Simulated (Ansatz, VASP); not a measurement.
ScAl4As: VASP beside Ansatz

```
CELL_PARAMETERS angstrom
6.13182 0.00000 0.00000
0.00000 6.13182 0.00000
0.00000 0.00000 3.90738
ATOMIC_POSITIONS crystal
Sc 0.00000 0.00000 0.50000
Al 0.80125 0.50000 0.50000
Al 0.19875 0.50000 0.50000
Al 0.50000 0.80125 0.50000
Al 0.50000 0.19875 0.50000
As 0.50000 0.50000 0.00000
```

Alike in both runs: task single point; functional PBE; k mesh 4 × 4 × 4; occupations gaussian, width 0.1 eV; collinear spin.

|  | VASP | Ansatz |
| --- | --- | --- |
| version | VASP 6.6.1 | Ansatz 0.2.0 |
| potentials or method | VASP PAW PBE potentials, release 64 (Sc_sv, Al, As), cutoff 520 eV | scalar-relativistic, plane waves, PAW |
| valence electrons in the cell | 28 | 38 |

Ansatz gave:

| Quantity | Value |
| --- | --- |
| gap on the k mesh at the Fermi level (eV) | none |
| pressure (GPa) | 0.0 |
| traceless stress, the component that is largest in VASP (GPa) | 0.04 |
| rms of the force components (eV/Å) | 0.018 |
| net moment per atom (μB) | 0.14 |
| size of the moment on the site where the two differ most (μB) | 0.47 |

Problem. What did VASP give for the same quantities?

Solution. gap on the k mesh at the Fermi level (eV): none; pressure (GPa): 0.1; traceless stress, the component that is largest in VASP (GPa): 0.08; rms of the force components (eV/Å): 0.015; net moment per atom (μB): 0.14; size of the moment on the site where the two differ most (μB): 0.43.

Site moments also hang on the region over which each program counts them. Atom by atom the forces differ by 0.003 eV/Å (rms over components). A gap of «none» marks a metal or a gap that the smearing closes. VASP's potentials hold 28 valence electrons a cell and Ansatz's 38, so a difference there can come from the potentials and not from the codes.

The k mesh is coarse, so the values compare programs but aren't converged.
